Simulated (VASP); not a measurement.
NbAl2F3:

```
CELL_PARAMETERS angstrom
4.30722 0.00000 0.00000
-2.15361 3.73016 0.00000
0.00000 0.00000 5.53126
ATOMIC_POSITIONS crystal
Al 0.33333 0.66667 0.50000
Al 0.00000 0.00000 0.50000
Nb 0.00000 0.00000 0.00000
F 0.33333 0.66667 0.14817
F 0.33333 0.66667 0.85183
F 0.66667 0.33333 0.00000
```

The cell was generated, and may not be a known phase.

Base run:

| Item | Value |
| --- | --- |
| Program | VASP 6.6.1 |
| Functional | PBE |
| Potentials or basis | VASP PAW PBE potentials, release 64 (Al, Nb_sv, F) |
| Cutoff | 520 eV |
| k mesh | 6 × 6 × 4 |
| Occupations | gaussian, width 0.1 eV |
| Spin | no spin polarisation |

Its results: pressure 7.7 GPa; largest force 11.632 eV/Å.

The run is repeated on the same cell with these changes: spin from no spin polarisation to collinear spin; further incar settings from ALGO = Normal; EDIFF = 1e-06; NBANDS = 29 to ALGO = Normal; EDIFF = 1e-06; NBANDS = 33. What comes out?

Pressure 9.2 GPa; net moment 1.28 μB per cell; site moments Al -0.04, -0.05; Nb +1.22; F -0.00, -0.01 (each value once) μB; largest force 11.627 eV/Å.

Caveats: forces of over 1 eV/Å act on the atoms, so gaps and moduli don't describe the material at rest; the stress differs along the axes, from -3 to 30 GPa (at least some runs); the stress differs along the axes, from -3 to 33 GPa (at least some runs).
